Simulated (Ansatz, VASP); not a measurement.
## AlN: VASP beside Ansatz

```
Al N
1.0
     0.00000    2.81739    4.84379
     1.43411    0.00000    4.84379
     1.43411    2.81739    0.00000
Al N
2 2
Direct
  0.93375 0.93375 0.56625
  0.68375 0.68375 0.31625
  0.31625 0.31625 0.68375
  0.56625 0.56625 0.93375
```

Alike in both runs: functional PBE; k mesh 8 × 8 × 8; occupations gaussian, width 0.1 eV; no spin polarisation.

Ansatz relaxed the structure, and its values are those at the end. VASP's run is a single point on that final structure, the one shown.

|  | VASP | Ansatz |
| --- | --- | --- |
| version | VASP 6.6.1 | Ansatz 0.2.0 |
| potentials or method | VASP PAW PBE potentials, release 64 (Al, N), cutoff 520 eV | scalar-relativistic, plane waves, PAW |
| valence electrons in the cell | 16 | 16 |

```tsv
	VASP	Ansatz	Ansatz less VASP
gap on the k mesh at the Fermi level (eV)	3.17	3.16	-0.008
least direct gap on the mesh (eV)	3.17	3.16	-0.008
pressure (GPa)	-0.3	0.0	+0.26
```
